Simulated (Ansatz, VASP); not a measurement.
**GaN: VASP beside Ansatz**

```xyz
4
Lattice="3.1828 0.0000 0.0000 -1.5914 2.7564 0.0000 0.0000 0.0000 5.1857" Properties=species:S:1:pos:R:3 pbc="T T T"
Ga    0.0000    1.8376   -0.1430
Ga    1.5914    0.9188    2.4499
N     0.0000    1.8376    2.0980
N     1.5914    0.9188    4.6908
```

Change from the starting cell: polar distortion scaled by 0.55.

Alike in both runs: task single point; functional r2SCAN; k mesh 12 × 12 × 6; no spin polarisation.

|  | VASP | Ansatz |
| --- | --- | --- |
| version | VASP 6.6.1 | Ansatz 0.2.0 |
| potentials or method | VASP PAW PBE potentials, release 64 (Ga_d, N), cutoff 520 eV | scalar-relativistic, plane waves, PAW |
| occupations | gaussian, width 0.01 eV | fixed |
| valence electrons in the cell | 36 | 36 |

|  | VASP | Ansatz | Ansatz less VASP |
| --- | --- | --- | --- |
| gap on the k mesh at the Fermi level (eV) | 2.20 | 2.20 | 0.000 |
| least direct gap on the mesh (eV) | 2.20 | 2.20 | 0.000 |
| pressure (GPa) | 6.4 | 5.2 | -1.13 |
| traceless stress, the component that is largest in VASP (GPa) | -11.32 | -10.36 | +0.959 |
| rms of the force components (eV/Å) | 0.824 | 0.802 | -0.0214 |

VASP's potentials were made for PBE, not for r2SCAN. Atom by atom the forces differ by 0.021 eV/Å (rms over components).
